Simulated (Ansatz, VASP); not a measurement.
One calculation of TiC, two programs

```xyz
16
Lattice="-0.1576 4.6444 4.5189 4.3245 0.1491 4.2122 4.4619 4.4751 0.0117" Properties=species:S:1:pos:R:3 pbc="T T T"
C     0.3544    1.4941    1.6169
C     7.5326    6.6817    7.7820
C     4.3267    4.6933    2.2980
C     4.1459    2.5183    4.7081
C     6.3823    4.8641    4.5824
C     1.9158    4.7483    4.6846
C     4.0636    7.0711    4.6500
C     6.4519    7.2250    6.9457
Ti    2.1815    4.9233    2.5734
Ti    1.9731    2.6831    4.7392
Ti    4.1872    4.8746    4.5170
Ti    3.9281    4.9273    8.9526
Ti    1.9327    0.2588    2.3373
Ti    4.3739    2.5864    2.4086
Ti    1.9682    2.4268    0.4382
Ti    4.4259    3.3347    6.8207
```

Alike in both runs: functional PBE; k mesh 3 × 3 × 3; occupations gaussian, width 0.1 eV; no spin polarisation.

Ansatz relaxed the structure, and its values are those at the end. VASP's run is a single point on that final structure, the one shown.

|  | VASP | Ansatz |
| --- | --- | --- |
| version | VASP 6.6.1 | Ansatz 0.2.0 |
| potentials or method | VASP PAW PBE potentials, release 64 (C, Ti_sv), cutoff 520 eV | scalar-relativistic, plane waves, PAW |
| valence electrons in the cell | 128 | 128 |

VASP gave:

| Property | Result |
| --- | --- |
| gap on the k mesh at the Fermi level (eV) | none |
| pressure (GPa) | 0.3 |
| rms of the force components (eV/Å) | 0.019 |

Estimate Ansatz's values.

gap on the k mesh at the Fermi level (eV): none; pressure (GPa): 0.1; rms of the force components (eV/Å): 0.004.

A gap of «none» marks a metal or a gap that the smearing closes.

The k mesh is coarse, so the values compare programs but aren't converged.
